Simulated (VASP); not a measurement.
Crystal: Nb.

```
Nb
1.0
     0.00000    2.09500    2.09500
     2.09500    0.00000    2.09500
     2.09500    2.09500    0.00000
Nb
1
Direct
  0.00000 0.00000 0.00000
```

This isn't the form of Nb at room conditions, which is bcc.

* Program: VASP 6.6.1
* Task: relaxation of volume and atoms at fixed shape
* Functional: LDA
* Potentials or basis: VASP PAW LDA potentials, release 64 (Nb_sv)
* Cutoff: 500 eV
* k mesh: 9 × 9 × 9
* Occupations: fermi-dirac, width 0.05 eV
* Spin: no spin polarisation

At the start: pressure -5.2 GPa; volume 18.39 Å³/atom.

Q: Where does the relaxation end?

A: Over 3 steps the energy falls by 9.3 meV/atom and the volume is 17.84 Å³/atom (-3.0 %); space group Fm-3m (No. 225, to 0.1 Å) before and after.

The path:
| step | energy change (eV) | largest force (eV/Å) | pressure (GPa) | volume (Å³) |
| --- | --- | --- | --- | --- |
| 1 | 0.0000 | 0.0000 | -5.24 | 18.39 |
| 2 | 0.0239 | 0.0000 | 11.04 | 16.83 |
| 3 | -0.0093 | 0.0000 | -0.10 | 17.84 |

Final structure:
```
Nb
1.0
     0.00000    2.07402    2.07402
     2.07402    0.00000    2.07402
     2.07402    2.07402    0.00000
Nb
1
Cartesian
  0.0000 0.0000 0.0000
```
